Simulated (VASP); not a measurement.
Runs of VASP 6.6.1 on GeW3. The structure is that of space group Fm-3m (No. 225), or close to it. The cells are those of the table. The cell was built from a structure type or drawn by symmetry, and may not be a known phase.

```csv
task,cell,k mesh,cutoff (eV),gap on the mesh (eV),pressure (GPa),relaxed volume (Å³/atom)
relaxation of cell and atoms,"relaxed from a = 4.593 Å, angles 60.0°, 4 atoms",4 × 4 × 4,600,none,-0.3,15.83
single point,"a = 4.593 Å, angles 60.0°, 4 atoms",4 × 4 × 4,520,none,-17.1,-
relaxation of cell and atoms,"relaxed from a = 4.469 Å, angles 60.0°, 4 atoms",12 × 12 × 12,600,none,0.0,15.81
single point,"a = 4.469 Å, angles 60.0°, 4 atoms",12 × 12 × 12,520,none,0.4,-
single point,"a = 4.469 Å, angles 60.0°, 4 atoms",4 × 4 × 4,520,none,0.4,-
relaxation of cell and atoms,"relaxed from a = 4.469 Å, angles 60.0°, 4 atoms",6 × 6 × 6,600,none,0.3,-
single point,"a = 4.469 Å, angles 60.0°, 4 atoms",6 × 6 × 6,520,none,(a),-
```

Alike in all rows: level PBE; potentials or basis VASP PAW PBE potentials, release 64 (Ge_d, W_sv); no spin polarisation; smearing gaussian 0.1 eV.

Question: Fill in the values left out.

Answer: (a) 0.2.

Caveats: some runs use coarse meshes; spin-orbit coupling is left out, which moves the levels of the heavy elements; the relaxation stopped at its first step, so nothing moved (at least some runs).

A k mesh can miss the band edges, and the runs leave out spin-orbit coupling on Ge, W.

A gap of «none» marks levels without a gap at the run's occupations.
